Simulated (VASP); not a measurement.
Here is a VASP 6.6.1 calculation.

INCAR

```
SYSTEM = SnO2
ALGO     = Normal         ! electronic algorithm
EDIFF    = 1E-6           ! SCF threshold, eV
ENCUT    = 520            ! plane-wave cutoff, eV
GGA      = PS             ! functional
ISIF     = 2              ! what is computed and relaxed
ISMEAR   = 0              ! smearing method
LASPH    = .TRUE.         ! aspherical terms in the spheres
LCHARG   = .FALSE.        ! write CHGCAR
LREAL    = .FALSE.        ! projectors in reciprocal space
LWAVE    = .FALSE.        ! write WAVECAR
NBANDS   = 35             ! bands
NELM     = 60             ! most SCF steps
PREC     = Accurate       ! precision mode
SIGMA    = 0.05           ! smearing width, eV
```

Contents of KPOINTS:

```
k-points
0
G
  6 6 8
  0 0 0
```

The input POSCAR:

```
SnO2
1.0
    4.8083047542      0.0000000000      0.0000000000
    0.0000000000      4.8083047542      0.0000000000
    0.0000000000      0.0000000000      3.2380235508
Sn O
2 4
Direct
    0.0000000000      0.0000000000      0.0000000000
    0.5000000000      0.5000000000      0.5000000000
    0.2767458494      0.3358502854      0.0000000000
    0.2232541506      0.8358502854      0.5000000000
    0.7232541506      0.6641497146      0.0000000000
    0.7767458494      0.1641497146      0.5000000000
```

Potentials or basis: VASP PAW PBE potentials, release 64 (Sn_d, O).

Run with:

```console
$ cat potpaw_PBE.64/Sn_d/POTCAR potpaw_PBE.64/O/POTCAR > POTCAR
$ mpirun -np 1 vasp_std > vasp.out
```

**Question.** Estimate the band gap on the k mesh.

**Answer.** 0.94 eV, indirect (least direct gap 1.02 eV).

**Question.** Estimate the pressure.

**Answer.** -5.6 GPa.

**Question.** What does it give for the largest force?

**Answer.** 0.273 eV/Å.

Forces in eV/Å, atoms in the order of the input:
```
Sn   0.000  0.000  0.000
Sn   0.000  0.000  0.000
O    0.269 -0.050  0.000
O   -0.269 -0.050  0.000
O   -0.269  0.050  0.000
O    0.269  0.050  0.000
```

Caveat: the PAW data sets were made with another functional, which shifts forces and pressure a little; spin-orbit coupling is left out, which moves the levels of the heavy elements. PBEsol gaps usually lie below the measured ones, often by a third to a half.
